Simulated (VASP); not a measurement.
Wanted: the native input for a VASP 6.6.1 run.

* Task: relaxation of cell and atoms
* Functional: PBEsol
* Potentials or basis: VASP PAW PBE potentials, release 64 (Ti_sv, Si)
* Cutoff: 600 eV
* k mesh: 12 × 12 × 12
* Occupations: fermi-dirac, width 0.05 eV
* Spin: no spin polarisation
* Target pressure: 5 GPa
* Dipole correction: no
* Further INCAR settings: ALGO = Normal; EDIFF = 1e-07; IBRION = 2; EDIFFG = -0.005; NSW = 80; ISIF = 3

The structure of TiSi2 lies in POSCAR:

```
TiSi2
1.0
   -1.4728720000      1.7121300000      4.2120830000
    1.4728720000     -1.7121300000      4.2120830000
    1.4728720000      1.7121300000     -4.2120830000
Ti Si
1 2
Direct
    0.0000000000      0.0000000000      0.0000000000
    0.6700780000      0.6700780000      0.0000000000
    0.3299220000      0.3299220000      0.0000000000
```

These files were run (other wordings do the same):

INCAR

```
SYSTEM = TiSi2
ALGO     = Normal         ! electronic algorithm
EDIFF    = 1E-7           ! SCF threshold, eV
EDIFFG   = -0.005         ! ionic threshold
ENCUT    = 600            ! plane-wave cutoff, eV
GGA      = PS             ! functional
IBRION   = 2              ! ionic algorithm
ISIF     = 3              ! what is computed and relaxed
ISMEAR   = -1             ! smearing method
LASPH    = .TRUE.         ! aspherical terms in the spheres
LCHARG   = .FALSE.        ! write CHGCAR
LREAL    = .FALSE.        ! projectors in reciprocal space
LWAVE    = .FALSE.        ! write WAVECAR
NELM     = 60             ! most SCF steps
NSW      = 80             ! ionic steps
PREC     = Accurate       ! precision mode
PSTRESS  = 50.0         
SIGMA    = 0.05           ! smearing width, eV
```

KPOINTS

```
k-points
0
G
  12 12 12
  0 0 0
```

Potentials or basis: VASP PAW PBE potentials, release 64 (Ti_sv, Si).

Run with:

```console
$ cat potpaw_PBE.64/Ti_sv/POTCAR potpaw_PBE.64/Si/POTCAR > POTCAR
$ mpirun -np 1 vasp_std > vasp.out
```

It gave:

```
Relaxed volume                                             : 13.39 Å³/atom
Relaxed cell                                               : a = 4.685 Å, b = 4.685 Å, c = 4.685 Å, α = 144.05°, β = 137.89°, γ = 56.53°
Space group after relaxing (to 0.1 Å)                      : Immm (No. 71)
Energy change on relaxing (the run minimises the enthalpy) : +2.5 meV/atom
Ionic steps                                                : 7
Pressure after relaxing                                    : 5.0 GPa
Band gap on the k mesh                                     : zero (bands 10 and 11 overlap by 2.49 eV)
```

Caveat: the cell is relaxed towards a set pressure, so the run minimises the enthalpy, not the energy; the PAW data sets were made with another functional, which shifts forces and pressure a little.

It took 16 min on 1 thread of Intel(R) Xeon(R) Platinum 8488C (Sapphire Rapids) (shared host), peak memory 0.4 GiB.
